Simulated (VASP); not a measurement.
# Be3Se2 (P6/mmm) in VASP: further runs

The runs below take Be3Se2 through single point, relaxation of cell and atoms, with PBE.

Program: VASP 6.6.1. These are calculated values, not measurements. Logs are shortened: lines on timing, memory, paths and dates and some standing lists are left out, and cuts for length are marked.

## (1) The cell of the first run

The structure is hexagonal, space group P6/mmm (No. 191). The conventional cell has a = 7.193 Å, b = 7.193 Å, c = 3.562 Å, α = 90.00°, β = 90.00°, γ = 120.00°. Be (site symmetry mmm) has 2 Se at 2.08 Å within 2.7 Å. Se (site symmetry -6m2) has 3 Be at 2.08 Å within 2.7 Å.

## (2) Single point, PBE

INCAR

```
SYSTEM = Be3Se2
ALGO = Normal
EDIFF = 1E-6
ENCUT = 520
GGA = PE
ISIF = 2
ISMEAR = 0
LASPH = .True.
LCHARG = .False.
LREAL = .False.
LWAVE = .False.
NBANDS = 17
NELM = 80
PREC = Accurate
SIGMA = 0.1
```

KPOINTS

```
k-points
0
Gamma
  6 6 10
  0 0 0
```

POSCAR

```
Be3Se2
1.0
    7.1928232840      0.0000000000      0.0000000000
   -3.5964116420      6.2291676888      0.0000000000
    0.0000000000      0.0000000000      3.5624665613
Be Se
3 2
Direct
    0.5000000000      0.0000000000      0.0000000000
    0.0000000000      0.5000000000      0.0000000000
    0.5000000000      0.5000000000      0.0000000000
    0.3333333333      0.6666666667      0.0000000000
    0.6666666667      0.3333333333      0.0000000000
```

Potentials or basis: VASP PAW PBE potentials, release 64 (Be, Se).

The run is started by

```console
cat potpaw_PBE.64/Be/POTCAR potpaw_PBE.64/Se/POTCAR > POTCAR
mpirun -np 1 vasp_std > vasp.out
```

OUTCAR:

```text
SYSTEM = Be3Se2
   EDIFF = 1E-6
   ENCUT = 520
   GGA = PE
   ISIF = 2
   ISMEAR = 0
   LASPH = .True.
   LREAL = .False.
   NELM = 80
   PREC = Accurate

 ion  position               nearest neighbor table
   1  0.500  0.000  0.000-   4 2.08   5 2.08
   2  0.000  0.500  0.000-   4 2.08   5 2.08
   3  0.500  0.500  0.000-   4 2.08   5 2.08
   4  0.333  0.667  0.000-   1 2.08   2 2.08   3 2.08
   5  0.667  0.333  0.000-   1 2.08   2 2.08   3 2.08

  LATTYP: Found a hexagonal cell.
 ALAT       =     7.1928232840
 C/A-ratio  =     0.4952807014

  Lattice vectors:

 A1 = (   7.1928232840,   0.0000000000,   0.0000000000)
 A2 = (  -3.5964116420,   6.2291676888,   0.0000000000)
 A3 = (   0.0000000000,   0.0000000000,   3.5624665613)

Analysis of symmetry for initial positions (statically):
=====================================================================
 Subroutine PRICEL returns:
 Original cell was already a primitive cell.

 Routine SETGRP: Setting up the symmetry group for a
 hexagonal supercell.

 Subroutine GETGRP returns: Found 24 space group operations
 (whereof 24 operations were pure point group operations)
 out of a pool of 24 trial point group operations.

The static configuration has the point symmetry D_6h.

Analysis of symmetry for dynamics (positions and initial velocities):
=====================================================================
 Subroutine PRICEL returns:
 Original cell was already a primitive cell.

 Routine SETGRP: Setting up the symmetry group for a
 hexagonal supercell.

 Subroutine GETGRP returns: Found 24 space group operations
 (whereof 24 operations were pure point group operations)
 out of a pool of 24 trial point group operations.

The dynamic configuration has the point symmetry D_6h.

 Subroutine INISYM returns: Found 24 space group operations
 (whereof 24 operations are pure point group operations),
 and found     1 'primitive' translations

----------------------------------------------------------------------------------------

                                     Primitive cell

  volume of cell :     159.6174

  direct lattice vectors                    reciprocal lattice vectors
     7.192823284  0.000000000  0.000000000     0.139027467  0.080267545  0.000000000
    -3.596411642  6.229167689  0.000000000     0.000000000  0.160535091  0.000000000
     0.000000000  0.000000000  3.562466561     0.000000000  0.000000000  0.280704389

  length of vectors
[... 87 lines left out ...]
   NELM   =     80;   NELMIN=  2; NELMDL= -5     # of ELM steps
   EDIFF  = 0.1E-05   stopping-criterion for ELM
   LREAL  =      F    real-space projection
   EDIFFG = 0.1E-04   stopping-criterion for IOM
   NSW    =      0    number of steps for IOM
   IBRION =     -1    ionic relax: 0-MD 1-quasi-New 2-CG
   NFREE  =      0    steps in history (QN), initial steepest desc. (CG)
   ISIF   =      2    stress and relaxation
   ISYM   =      2    0-nonsym 1-usesym 2-fastsym
   POTIM  = 0.5000    time-step for ionic-motion
   TEBEG  =    0.0;   TEEND  =   0.0 temperature during run
   PSTRESS=    0.0 pullay stress
   NELECT =      18.0000    total number of electrons
   NUPDOWN=      -1.0000    fix difference up-down
   EMIN   =  10.00;   EMAX   =-10.00  energy-range for DOS
   EFERMI =   0.00;   METHOD = LEGACY
   ISMEAR =     0;   SIGMA  =   0.10  broadening in eV -4-tet -1-fermi 0-gaus
   EFERMI_NEDOS =   21; number of points for ismear=-14 and -15
   IALGO  =     38    algorithm
   IMIX   =      4    mixing-type and parameters
     AMIX     =   0.40;   BMIX     =  1.00
     AMIX_MAG =   1.60;   BMIX_MAG =  1.00
  volume/ion in A,a.u.               =      31.92       215.43
  Fermi-wavevector in a.u.,A,eV,Ry     =   0.790932  1.494644  8.511435  0.625573
  Thomas-Fermi vector in A             =   1.896371
   LORBIT       =      0    0 simple, 1 ext, 2 COOP (PROOUT), +10 PAW based schemes
   GGA     = PE    functional components
   LHFCALC =     F    Hartree Fock is set to
   AEXX    =    0.0000 exact exchange contribution
   IVDW    =     0    specifies the selected vdW correction
   LEPSILON=     F    determine dielectric tensor
   LRPA    =     F    only Hartree local field effects (RPA)
 non-spin polarized calculation
 Gauss-broadening in eV      SIGMA  =   0.10
  energy-cutoff  :      520.00
  volume of cell :      159.62
 maximum number of plane-waves:      4317
 NGX is ok and might be reduce to    54
   NGX = 27   NGY = 27   NGZ = 13

 number of electron      18.0000001 magnetization

 Free energy of the ion-electron system (eV)
  ---------------------------------------------------
  ext. energy  EPLUGINS =         0.00000000
  ---------------------------------------------------
  free energy    TOTEN  =       -14.63699125 eV

  energy without entropy =      -14.62490774  energy(sigma->0) =      -14.63094949

 E-fermi :   1.3248     XC(G=0):  -6.5369

 val. band max:        1.3225803214   @ k =   0.1667   0.0000   0.1000
 cond. band min:       1.3260077602   @ k =   0.1667   0.1667   0.5000
 fundamental gap:      0.0034274388
 Fermi energy:         1.3247898492

 k-point     1 :       0.0000    0.0000    0.0000
  band No.  band energies     occupation
      1     -13.9176      2.00000
      2     -13.7913      2.00000
      3      -5.5255      2.00000
      4      -5.5255      2.00000
      5      -4.7538      2.00000
      6      -4.7538      2.00000
[... 457 lines left out ...]
      4      -5.0819      2.00000
      5      -4.5711      2.00000
      6      -4.3628      2.00000
[... 9 lines left out ...]
     16       4.8242      0.00000
     17       6.5041      0.00000

 [... further k-points ...]
[... 5 lines left out ...]
  --------------------------------------------------------------------------------------
  -------------------------------------------------------------------------------------
  Total        0.0503676      0.0503676     -0.0111749      0.0000000     -0.0000000      0.0000000
  in kB        0.5055708      0.5055708     -0.1121692      0.0000000     -0.0000000      0.0000000
  external PRESSURE =       0.2996575 kB  Pullay stress =       0.0000000 kB

 VOLUME and BASIS-vectors are now :
 -----------------------------------------------------------------------------
  energy-cutoff  :      520.00
  volume of cell :      159.62
      direct lattice vectors                 reciprocal lattice vectors
     7.192823284  0.000000000  0.000000000     0.139027467  0.080267545  0.000000000
    -3.596411642  6.229167689  0.000000000     0.000000000  0.160535091  0.000000000
     0.000000000  0.000000000  3.562466561     0.000000000  0.000000000  0.280704389

 POSITION                                       TOTAL-FORCE (eV/Angst)
 -----------------------------------------------------------------------------------
      3.59641      0.00000      0.00000        -0.000000      0.000000      0.000000
     -1.79821      3.11458      0.00000        -0.000000      0.000000      0.000000
      1.79821      3.11458      0.00000        -0.000000      0.000000      0.000000
     -0.00000      4.15278      0.00000        -0.000000      0.000000     -0.000000
      3.59641      2.07639      0.00000         0.000000      0.000000      0.000000
 -----------------------------------------------------------------------------------
    total drift:                                0.000000      0.000000     -0.000000

  FREE ENERGIE OF THE ION-ELECTRON SYSTEM (eV)
  ---------------------------------------------------
  free  energy   TOTEN  =       -14.6369912492 eV

  energy  without entropy=      -14.6249077381  energy(sigma->0) =      -14.63094949
```

Run time: 48 s. Hardware: 1 thread of Intel Xeon 6975P-C (Granite Rapids), shared host; peak memory 0.3 GiB.

What came out:

- Free energy: -14.6370 eV
- Pressure: 0.0 GPa
- Band gap on the k mesh: zero (band 9 reaches 1.57 eV, above the bottom of band 10 at 0.84 eV)

Caveat: this functional lacks dispersion, which binds the layers, so the pressure and a relaxed spacing across them are unreliable.

## (3) Relaxation of cell and atoms, PBE

This run uses another cell than the first one, of 32.11 Å³/atom, 1.006 times its volume.

INCAR

```
SYSTEM = Be3Se2
  ALGO = Normal
  EDIFF = 1E-6
  EDIFFG = -0.01
  ENCUT = 600
  GGA = PE
  IBRION = 2
  ISIF = 3
  ISMEAR = 0
  LASPH = .True.
  LCHARG = .False.
  LREAL = .False.
  LWAVE = .False.
  NELM = 80
  NSW = 100
  PREC = Accurate
  SIGMA = 0.1
```

KPOINTS is that of step 2.

Edit POSCAR of step 2 so:

```diff
@@ -2,5 +2,5 @@
 1.0
-    7.1928232840      0.0000000000      0.0000000000
-   -3.5964116420      6.2291676888      0.0000000000
-    0.0000000000      0.0000000000      3.5624665613
+    7.1952090332      0.0000000000      0.0000000000
+   -3.5976045166      6.2312338083      0.0000000000
+    0.0000000000      0.0000000000      3.5807934540
 Be Se
```

Potentials or basis: VASP PAW PBE potentials, release 64 (Be, Se).

The run is started by

```console
cat potpaw_PBE.64/Be/POTCAR potpaw_PBE.64/Se/POTCAR > POTCAR
mpirun -np 1 vasp_std > vasp.out
```

It took 1.8 min on 1 thread of Intel Xeon 6975P-C (Granite Rapids), shared host; peak memory 0.39 GiB.

Results (log left out):

| Item | Value |
| --- | --- |
| Free energy | -14.6372 eV |
| Relaxed volume | 31.95 Å³/atom |
| Relaxed cell | a = 7.197 Å, b = 7.197 Å, c = 3.562 Å, α = 90.00°, β = 90.00°, γ = 120.00° |
| Space group after relaxing (to 0.05 Å) | P6/mmm (No. 191) |
| Energy gained by relaxing | 0.1 meV/atom |
| Ionic steps | 5 |
| Pressure after relaxing | 0.0 GPa |
| Band gap on the k mesh | zero (band 9 reaches 1.56 eV, above the bottom of band 10 at 0.83 eV) |

The path:
| step | energy change (eV) | largest force (eV/Å) | pressure (GPa) | volume (Å³) |
| --- | --- | --- | --- | --- |
| 1 | 0.0000 | 0.0000 | -0.03 | 160.54 |
| 2 | -0.0002 | 0.0000 | -0.04 | 160.42 |
| 3 | -0.0003 | 0.0000 | -0.07 | 160.14 |
| 4 | -0.0003 | 0.0000 | -0.07 | 160.21 |
| 5 | -0.0004 | 0.0000 | -0.01 | 159.76 |

Final structure:
```
CELL_PARAMETERS angstrom
7.19665 0.00000 0.00000
-3.59833 6.23248 0.00000
0.00000 0.00000 3.56188
ATOMIC_POSITIONS crystal
Be 0.50000 0.00000 0.00000
Be 0.00000 0.50000 0.00000
Be 0.50000 0.50000 0.00000
Se 0.33333 0.66667 0.00000
Se 0.66667 0.33333 0.00000
```

Levels at points of the mesh, in eV from the Fermi level:
```
           k point  band 7  band 8  band 9  band 10  band 11  band 12
(0.00, 0.00, 0.00)   -2.58   -1.73   -1.15     0.08     0.08     2.74
(0.50, 0.00, 0.00)   -2.34   -2.06   -0.52     0.18     0.21     1.38
(0.00, 0.00, 0.50)   -5.68   -4.52   -0.49    -0.49     0.88     1.06
(0.50, 0.00, 0.50)   -5.39   -5.01   -0.56     0.38     0.69     1.25
```

Caveat: this functional lacks dispersion, which binds the layers, so the pressure and a relaxed spacing across them are unreliable.
